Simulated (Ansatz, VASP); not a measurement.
**One calculation of Si, two programs**

```
Si
1.0
    -1.18102    1.18102    1.18102
     1.18102   -1.18102    1.18102
     1.18102    1.18102   -1.18102
Si
1
Cartesian
  0.0000 0.0000 0.0000
```

Change from the starting cell: volume scaled by 0.45, LAPW.

Alike in both runs: task single point; functional PBE; k mesh 17 × 17 × 17; occupations fermi-dirac, width 0.05 eV; no spin polarisation.

|  | VASP | Ansatz |
| --- | --- | --- |
| version | VASP 6.6.1 | Ansatz 0.2.0 |
| potentials or method | VASP PAW PBE potentials, release 64 (Si), cutoff 520 eV | all-electron LAPW, scalar-relativistic |

```tsv
	VASP	Ansatz	Ansatz less VASP
pressure (GPa)	388.5	390.1	+1.60
```

Both programs put the cell under a high pressure, so it lies far from rest at this level. Ansatz ran all-electron here, and VASP with PAW potentials.

Noted on VASP's run: the cell as given lies far from equilibrium.
